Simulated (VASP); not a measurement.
# Al (Immm) in VASP: further runs

Al is run at these levels: PBE; tasks: single point.

Everything below comes from runs of VASP 6.6.1. Logs are shortened: lines on timing, memory, paths and dates and some standing lists are left out, and cuts for length are marked.

### Step 1. The cell of the first run

The structure is orthorhombic, space group Immm (No. 71). The conventional cell has a = 3.009 Å, b = 3.235 Å, c = 3.461 Å, α = 90.00°, β = 90.00°, γ = 90.00°. Al (site symmetry mmm) has 14 Al at 2.81 to 3.46 Å within 3.7 Å.

### Step 2. Single point, PBE (engineering shear strain xy +0.0000, strain +e along x and -e along y -0.0700)

The input, INCAR:

```
SYSTEM = Al
  PREC = Accurate
  ENCUT = 520
  EDIFF = 1E-7
  ISMEAR = 0
  SIGMA = 0.15
  LREAL = .FALSE.
  LASPH = .TRUE.
  NELM = 80
  ALGO = Fast
  ISIF = 2
  LWAVE = .FALSE.
  LCHARG = .FALSE.
  GGA = PE
  NBANDS = 8
```

The input, KPOINTS:

```
regular mesh
0
G
  20 20 20
  0 0 0
```

The input, POSCAR:

```
Al
1.0
   -1.5042845233      1.7307359569      1.6175102401
    1.5042845233     -1.7307359569      1.6175102401
    1.5042845233      1.7307359569     -1.6175102401
Al
1
Direct
    0.0000000000      0.0000000000      0.0000000000
```

Potentials or basis: VASP PAW PBE potentials, release 64 (Al).

Started as:

```bash
> cat potpaw_PBE.64/Al/POTCAR > POTCAR
> mpirun -np 1 vasp_std > vasp.out
```

OUTCAR:

```text
SYSTEM = Al
   PREC = Accurate
   ENCUT = 520
   EDIFF = 1E-7
   ISMEAR = 0
   LREAL = .FALSE.
   LASPH = .TRUE.
   NELM = 80
   ISIF = 2
   GGA = PE

 ion  position               nearest neighbor table
   1  0.000  0.000  0.000-

  LATTYP: Found a body centered orthorhombic cell.
 ALAT       =     3.0085690466
 B/A-ratio  =     1.0752688172
 C/A-ratio  =     1.1505376344

  Lattice vectors:

 A1 = (  -1.5042845233,  -1.7307359569,   1.6175102401)
 A2 = (   1.5042845233,  -1.7307359569,  -1.6175102401)
 A3 = (   1.5042845233,   1.7307359569,   1.6175102401)

Analysis of symmetry for initial positions (statically):
=====================================================================
 Subroutine PRICEL returns:
 Original cell was already a primitive cell.

 Routine SETGRP: Setting up the symmetry group for a
 body centered orthorhombic supercell.

 Subroutine GETGRP returns: Found  8 space group operations
 (whereof  8 operations were pure point group operations)
 out of a pool of  8 trial point group operations.

The static configuration has the point symmetry D_2h.

Analysis of symmetry for dynamics (positions and initial velocities):
=====================================================================
 Subroutine PRICEL returns:
 Original cell was already a primitive cell.

 Routine SETGRP: Setting up the symmetry group for a
 body centered orthorhombic supercell.

 Subroutine GETGRP returns: Found  8 space group operations
 (whereof  8 operations were pure point group operations)
 out of a pool of  8 trial point group operations.

The dynamic configuration has the point symmetry D_2h.

 Subroutine INISYM returns: Found  8 space group operations
 (whereof  8 operations are pure point group operations),
 and found     1 'primitive' translations

----------------------------------------------------------------------------------------

                                     Primitive cell

  volume of cell :      16.8449

  direct lattice vectors                    reciprocal lattice vectors
    -1.504284523  1.730735957  1.617510240     0.000000000  0.288894443  0.309117054
     1.504284523 -1.730735957  1.617510240     0.332383929  0.000000000  0.309117054
     1.504284523  1.730735957 -1.617510240     0.332383929  0.288894443  0.000000000

  length of vectors
     2.806182150  2.806182150  2.806182150     0.423099695  0.453907952  0.440385144

  position of ions in fractional coordinates (direct lattice)
     0.000000000  0.000000000  0.000000000

  ion indices of the primitive-cell ions
   primitive index   ion index
                 1           1

----------------------------------------------------------------------------------------

 KPOINTS: regular mesh

Automatic generation of k-mesh.
 Grid dimensions read from file:
 generate k-points for:   20   20   20

 Generating k-lattice:

  Cartesian coordinates                     Fractional coordinates (reciprocal lattice)
     0.000000000  0.014444722  0.015455853     0.050000000  0.000000000 -0.000000000
     0.016619196  0.000000000  0.015455853     0.000000000  0.050000000  0.000000000
     0.016619196  0.014444722  0.000000000    -0.000000000  0.000000000  0.050000000

  Length of vectors
     0.021154985  0.022695398  0.022019257

  Shift w.r.t. Gamma in fractional coordinates (k-lattice)
     0.000000000  0.000000000  0.000000000

 Subroutine IBZKPT returns following result:
 ===========================================

 Found   1166 irreducible k-points:

 Following reciprocal coordinates:
            Coordinates               Weight
  0.000000  0.000000  0.000000      1.000000
  0.050000  0.000000  0.000000      4.000000
  0.100000  0.000000  0.000000      4.000000
  0.150000  0.000000  0.000000      4.000000
  0.200000  0.000000  0.000000      4.000000
  0.250000 -0.000000  0.000000      4.000000
[... 16 lines left out ...]
 -0.450000  0.050000  0.000000      8.000000
 -0.400000  0.050000  0.000000      8.000000
 [... further k-points ...]
   k-points           NKPTS =   1166   k-points in BZ     NKDIM =   1166   number of bands    NBANDS=      8
   number of dos      NEDOS =    301   number of ions     NIONS =      1
   total plane-waves  NPLWV =  13824
   dimension x,y,z NGX =    24 NGY =   24 NGZ =   24
   dimension x,y,z NGXF=    48 NGYF=   48 NGZF=   48
   ions per type =               1
   NGX,Y,Z   is equivalent  to a cutoff of  14.22, 14.22, 14.22 a.u.
   NGXF,Y,Z  is equivalent  to a cutoff of  28.44, 28.44, 28.44 a.u.
 SYSTEM =  Al
   PREC   = accura    normal or accurate (medium, high low for compatibility)
   ISTART =      0    job   : 0-new  1-cont  2-samecut
   ICHARG =      2    charge: 1-file 2-atom 10-const
   ISPIN  =      1    spin polarized calculation?
   LNONCOLLINEAR =      F non collinear calculations
   LSORBIT =      F    spin-orbit coupling
   LASPH  =      T    aspherical Exc in radial PAW
   ENCUT  =  520.0 eV  38.22 Ry    6.18 a.u.   5.22  5.22  5.22*2*pi/ulx,y,z
   NELM   =     80;   NELMIN=  2; NELMDL= -5     # of ELM steps
   EDIFF  = 0.1E-06   stopping-criterion for ELM
   LREAL  =      F    real-space projection
   EDIFFG = 0.1E-05   stopping-criterion for IOM
   NSW    =      0    number of steps for IOM
   IBRION =     -1    ionic relax: 0-MD 1-quasi-New 2-CG
   NFREE  =      0    steps in history (QN), initial steepest desc. (CG)
   ISIF   =      2    stress and relaxation
   ISYM   =      2    0-nonsym 1-usesym 2-fastsym
   POTIM  = 0.5000    time-step for ionic-motion
   TEBEG  =    0.0;   TEEND  =   0.0 temperature during run
   PSTRESS=    0.0 pullay stress
   NELECT =       3.0000    total number of electrons
   NUPDOWN=      -1.0000    fix difference up-down
   EMIN   =  10.00;   EMAX   =-10.00  energy-range for DOS
   EFERMI =   0.00;   METHOD = LEGACY
   ISMEAR =     0;   SIGMA  =   0.15  broadening in eV -4-tet -1-fermi 0-gaus
   EFERMI_NEDOS =   21; number of points for ismear=-14 and -15
   IALGO  =     68    algorithm
   IMIX   =      4    mixing-type and parameters
     AMIX     =   0.40;   BMIX     =  1.00
     AMIX_MAG =   1.60;   BMIX_MAG =  1.00
  volume/ion in A,a.u.               =      16.84       113.67
  Fermi-wavevector in a.u.,A,eV,Ry     =   0.921070  1.740570 11.542774  0.848370
  Thomas-Fermi vector in A             =   2.046446
   LORBIT       =      0    0 simple, 1 ext, 2 COOP (PROOUT), +10 PAW based schemes
   GGA     = PE    functional components
   LHFCALC =     F    Hartree Fock is set to
   AEXX    =    0.0000 exact exchange contribution
   IVDW    =     0    specifies the selected vdW correction
   LEPSILON=     F    determine dielectric tensor
   LRPA    =     F    only Hartree local field effects (RPA)
 non-spin polarized calculation
 RMM-DIIS sequential band-by-band and
 Gauss-broadening in eV      SIGMA  =   0.15
  energy-cutoff  :      520.00
  volume of cell :       16.84
 maximum number of plane-waves:       465
 NGX is ok and might be reduce to    24
   NGX = 11   NGY = 11   NGZ = 11

 number of electron       3.0000000 magnetization

 Free energy of the ion-electron system (eV)
  ---------------------------------------------------
  ext. energy  EPLUGINS =         0.00000000
  ---------------------------------------------------
  free energy    TOTEN  =        -3.66951017 eV

  energy without entropy =       -3.66461433  energy(sigma->0) =       -3.66706225

 E-fermi :   7.7618     XC(G=0): -10.1243

 val. band max:        7.7550752162   @ k =   0.2500   0.4000   0.0000
 cond. band min:       7.7664965435   @ k =  -0.4500  -0.4500   0.4500
 fundamental gap:      0.0114213274
 Fermi energy:         7.7618096897

 k-point     1 :       0.0000    0.0000    0.0000
  band No.  band energies     occupation
      1      -3.2049      2.00000
      2      19.4424      0.00000
      3      21.2831      0.00000
      4      21.3656      0.00000
      5      21.4094      0.00000
      6      22.2994      0.00000
      7      22.6826      0.00000
      8      22.9396      0.00000

 k-point     2 :       0.0500    0.0000    0.0000
  band No.  band energies     occupation
      1      -3.1386      2.00000
      2      18.4920      0.00000
      3      20.9067      0.00000
      4      21.2371      0.00000
      5      21.5495      0.00000
      6      22.2027      0.00000
      7      22.6858      0.00000
      8      23.6482      0.00000

 k-point     3 :       0.1000    0.0000    0.0000
  band No.  band energies     occupation
      1      -2.9401      2.00000
      2      16.7070      0.00000
      3      20.2139      0.00000
      4      21.0161      0.00000
      5      21.5236      0.00000
      6      21.7981      0.00000
      7      22.9870      0.00000
      8      24.2576      0.00000

 k-point     4 :       0.1500    0.0000    0.0000
  band No.  band energies     occupation
      1      -2.6097      2.00000
      2      14.7783      0.00000
      3      19.5262      0.00000
      4      20.7672      0.00000
      5      20.7857      0.00000
      6      21.9058      0.00000
      7      23.0760      0.00000
      8      23.8208      0.00000

 k-point     5 :       0.2000    0.0000    0.0000
  band No.  band energies     occupation
      1      -2.1485      2.00000
      2      12.8657      0.00000
      3      18.9154      0.00000
      4      20.0290      0.00000
      5      20.5180      0.00000
      6      21.7032      0.00000
      7      23.0950      0.00000
      8      23.9923      0.00000
[... 177 lines left out ...]
 k-point    22 :       0.5000    0.0500    0.0000
  band No.  band energies     occupation
      1       2.6721      2.00000
      2       4.0309      2.00000
      3      16.1935      0.00000
      4      17.4348      0.00000
      5      19.8191      0.00000
      6      20.9092      0.00000
      7      25.8239      0.00000
      8      27.2982      0.00000

 k-point    23 :      -0.4500    0.0500    0.0000
  band No.  band energies     occupation
      1       1.5257      2.00000
      2       5.4191      2.00000
      3      16.2306      0.00000
      4      17.6311      0.00000
      5      19.8389      0.00000
      6      21.1140      0.00000
      7      25.7059      0.00000
      8      27.0535      0.00000

 k-point    24 :      -0.4000    0.0500    0.0000
  band No.  band energies     occupation
      1       0.4993      2.00000
      2       6.9200      2.00000
      3      16.3805      0.00000
      4      17.9382      0.00000
      5      19.9626      0.00000
      6      21.3891      0.00000
      7      25.0547      0.00000
      8      26.1620      0.00000

 [... further k-points ...]
[... 5 lines left out ...]
  --------------------------------------------------------------------------------------
  -------------------------------------------------------------------------------------
  Total       -0.1732499      0.3256569     -0.1044558      0.0000000      0.0000000      0.0000000
  in kB      -16.4784271     30.9744087     -9.9351697      0.0000000      0.0000000      0.0000000
  external PRESSURE =       1.5202707 kB  Pullay stress =       0.0000000 kB

 VOLUME and BASIS-vectors are now :
 -----------------------------------------------------------------------------
  energy-cutoff  :      520.00
  volume of cell :       16.84
      direct lattice vectors                 reciprocal lattice vectors
    -1.504284523  1.730735957  1.617510240     0.000000000  0.288894443  0.309117054
     1.504284523 -1.730735957  1.617510240     0.332383929  0.000000000  0.309117054
     1.504284523  1.730735957 -1.617510240     0.332383929  0.288894443  0.000000000

 POSITION                                       TOTAL-FORCE (eV/Angst)
 -----------------------------------------------------------------------------------
      0.00000      0.00000      0.00000        -0.000000     -0.000000     -0.000000
 -----------------------------------------------------------------------------------
    total drift:                                0.000000      0.000000      0.000000

  FREE ENERGIE OF THE ION-ELECTRON SYSTEM (eV)
  ---------------------------------------------------
  free  energy   TOTEN  =        -3.6695101684 eV

  energy  without entropy=       -3.6646143285  energy(sigma->0) =       -3.66706225
```

Run time: 42 s. Hardware: 1 thread of Intel Xeon 6975P-C (Granite Rapids), shared host; peak memory 0.24 GiB.

What came out:

- Free energy: -3.6695 eV
- Pressure: 0.2 GPa

Caveat: the cell differs from its parent crystal (engineering shear strain xy +0.0000, strain +e along x and -e along y -0.0700).

### Step 3. Single point, PBE (engineering shear strain xy +0.0000, strain +e along x and -e along y -0.0350)

The input, INCAR:

```
PREC     = Accurate       # precision mode
ENCUT    = 520            # plane-wave cutoff, eV
EDIFF    = 1E-6           # SCF threshold, eV
ISMEAR   = 0              # smearing method
SIGMA    = 0.15           # smearing width, eV
LREAL    = False          # projectors in reciprocal space
LASPH    = True           # aspherical terms in the spheres
NELM     = 60             # most SCF steps
ALGO     = Fast           # electronic algorithm
ISIF     = 2              # what is computed and relaxed
LWAVE    = False          # write WAVECAR
LCHARG   = True           # write CHGCAR
GGA      = PE             # functional
LELF     = True           # ELF
LVHAR    = True         
NBANDS   = 8              # bands
```

The input, KPOINTS:

```
regular mesh
0
Gamma
  20 20 20
```

The input, POSCAR:

```
Al
1.0
   -1.5608973817      1.6741230985      1.6175102401
    1.5608973817     -1.6741230985      1.6175102401
    1.5608973817      1.6741230985     -1.6175102401
Al
1
Direct
    0.0000000000      0.0000000000      0.0000000000
```

Potentials or basis: VASP PAW PBE potentials, release 64 (Al).

Started as:

```bash
> cat potpaw_PBE.64/Al/POTCAR > POTCAR
> mpirun -np 1 vasp_std > vasp.out
```

Run time: 37 s. Hardware: 1 thread of Intel Xeon 6975P-C (Granite Rapids), shared host; peak memory 0.24 GiB.

It converged, with:

| Item | Value |
| --- | --- |
| Free energy | -3.6572 eV |
| Pressure | 0.0 GPa |

Stress tensor (GPa, compression positive):
```
-1.25  0.00  0.00
 0.00  1.54  0.00
 0.00  0.00 -0.20
```

Levels at points of the mesh, in eV from the Fermi level:
| k point | band 1 | band 2 | band 3 | band 4 |
| --- | --- | --- | --- | --- |
| (0.00, 0.00, 0.00) | -10.95 | 12.37 | 13.23 | 13.98 |
| (0.50, 0.00, 0.00) | -4.37 | -4.13 | 8.70 | 9.00 |
| (0.00, 0.50, 0.00) | -4.04 | -3.49 | 7.40 | 7.56 |
| (0.50, 0.50, 0.00) | -4.20 | -3.79 | 8.01 | 8.23 |
| (0.50, 0.50, 0.50) | 0.93 | 1.83 | 2.56 | 2.84 |

Caveat: the cell differs from its parent crystal (engineering shear strain xy +0.0000, strain +e along x and -e along y -0.0350).
